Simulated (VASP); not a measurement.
Wanted: the native input for a VASP 6.6.1 run.

```
Task                   : single point
Functional             : r2SCAN
Dispersion             : D3(BJ)
Potentials or basis    : VASP PAW PBE potentials, release 64 (C_h, O_h, H_h)
Cutoff                 : 910 eV
k mesh                 : 1 × 1 × 1
Occupations            : fermi-dirac, width 0.05 eV
Spin                   : no spin polarisation
Dipole correction      : no
Further INCAR settings : LREAL = Auto; ALGO = Normal; EDIFF = 1e-06; NBANDS = 64
```

H6C2O:

```
C O H
1.0
     6.77081    0.00000    0.00000
     0.00000    6.77081    0.00000
     0.00000    0.00000    6.77081
C O H
8 4 24
Direct
  0.58740 0.90599 0.75841
  0.42547 0.89681 0.60514
  0.05604 0.44324 0.56282
  0.92952 0.50417 0.73579
  0.58598 0.31095 0.26888
  0.39865 0.31304 0.14878
  0.12202 0.87142 0.13972
  0.91747 0.88311 0.22605
  0.48691 0.76539 0.45067
  0.00303 0.41379 0.91348
  0.39113 0.48937 0.03541
  0.81689 0.70394 0.18188
  0.37882 0.74846 0.35962
  0.28805 0.84162 0.67122
  0.39553 0.04399 0.54462
  0.55319 0.01732 0.86944
  0.60530 0.76452 0.83295
  0.72752 0.94754 0.68943
  0.93334 0.47725 0.02219
  0.93267 0.66514 0.75413
  0.77498 0.46077 0.71319
  0.00630 0.52047 0.43073
  0.21104 0.47983 0.58949
  0.04566 0.28453 0.53585
  0.26465 0.48295 0.96655
  0.39313 0.18476 0.05038
  0.26860 0.30384 0.24571
  0.60442 0.17018 0.34449
  0.71245 0.33113 0.17153
  0.58642 0.42867 0.37849
  0.69412 0.70653 0.25577
  0.92525 0.90392 0.38691
  0.83803 0.00978 0.16435
  0.21713 0.98516 0.20127
  0.18618 0.72640 0.16873
  0.12016 0.89129 0.97994
```

One way to write it, as run:

POSCAR

```
H6C2O
1.0
    6.7708090000      0.0000000000      0.0000000000
    0.0000000000      6.7708090000      0.0000000000
    0.0000000000      0.0000000000      6.7708090000
C O H
8 4 24
Direct
    0.5874008471      0.9059886137      0.7584090897
    0.4254736071      0.8968099988      0.6051387143
    1.0560382404      0.4432425495      0.5628241025
    0.9295159088      0.5041701636      0.7357948081
    0.5859757801      0.3109510023      0.2688817039
    0.3986504678      0.3130430408      0.1487807549
    0.1220202125      0.8714204214      0.1397234418
   -0.0825320393      0.8831075966      0.2260489467
    0.4869086885      0.7653914913      0.4506679723
    1.0030282542      0.4137861752      0.9134801373
    0.3911309682      0.4893673336      0.0354143493
   -0.1831080269      0.7039437321      0.1818848777
    0.3788159369      0.7484587338      0.3596195290
    0.2880457112      0.8416206327      0.6712173297
    0.3955303050      1.0439895529      0.5446242529
    0.5531886182      1.0173172050      0.8694393826
    0.6052958001      0.7645206739      0.8329478033
    0.7275242491      0.9475395167      0.6894272319
    0.9333399854      0.4772535355      1.0221949653
    0.9326746140      0.6651379851      0.7541316932
    0.7749822656      0.4607700705      0.7131925887
    1.0063016578      0.5204653370      0.4307258023
    1.2110364845      0.4798284969      0.5894916997
    1.0456634555      0.2845277965      0.5358466284
    0.2646510858      0.4829469973     -0.0334463219
    0.3931336585      0.1847612166      0.0503755249
    0.2685997080      0.3038363814      0.2457075904
    0.6044175329      0.1701820002      0.3444924102
    0.7124493778      0.3311300639      0.1715297581
    0.5864166145      0.4286682261      0.3784888332
   -0.3058794118      0.7065282506      0.2557689439
   -0.0747520304      0.9039157852      0.3869053537
   -0.1619674427      1.0097760410      0.1643485530
    0.2171345546      0.9851579736      0.2012683522
    0.1861771571      0.7263997143      0.1687324030
    0.1201594038      0.8912877946     -0.0200575063
```

INCAR.step1

```
PREC = Accurate
ENCUT = 910
ISMEAR = -1
SIGMA = 0.05
LREAL = Auto
LASPH = True
NELM = 120
NBANDS = 64
GGA = PE
ALGO = Normal
EDIFF = 1E-5
LWAVE = True
LCHARG = False
GGA_COMPAT = False
```

INCAR.step2

```
PREC = Accurate
ENCUT = 910
EDIFF = 1E-6
ISMEAR = -1
SIGMA = 0.05
LREAL = Auto
LASPH = True
NELM = 120
ALGO = Normal
ISIF = 2
LWAVE = False
LCHARG = True
METAGGA = R2SCAN
LMIXTAU = True
IVDW = 12
VDW_S6 = 1.0
VDW_S8 = 0.78981345
VDW_A1 = 0.49484001
VDW_A2 = 5.73083694
LELF = True
LVHAR = True
NBANDS = 64
ISTART = 1
GGA_COMPAT = False
```

KPOINTS

```
regular mesh
0
Gamma
  1 1 1
```

Potentials or basis: VASP PAW PBE potentials, release 64 (C_h, O_h, H_h).

Run with:

```sh
$ cat potpaw_PBE.64/C_h/POTCAR potpaw_PBE.64/O_h/POTCAR potpaw_PBE.64/H_h/POTCAR > POTCAR
$ cp INCAR.step1 INCAR
$ mpirun -np 1 vasp_gam > vasp.out
$ cp INCAR.step2 INCAR
$ mpirun -np 1 vasp_gam > vasp.out
```

It gave:

```json
{
 "Pressure": "-0.3 GPa",
 "Largest force": "0.242 eV/Å",
 "Band gap on the k mesh": "5.85 eV",
 "Dispersion energy per atom": "-0.023 eV"
}
```

Caveat: the k points lie up to 0.93 Å⁻¹ apart; the cutoff is under 1.25 times the usual one of these potentials, so pressure, stress and relaxed cells hold a basis-set (Pulay) error; the PAW data sets were made with another functional, which shifts forces and pressure a little.

It took 9.3 min on 1 thread of AMD EPYC 7R43 64-Core Processor (Zen 3), on a shared host, peak memory 0.72 GiB.
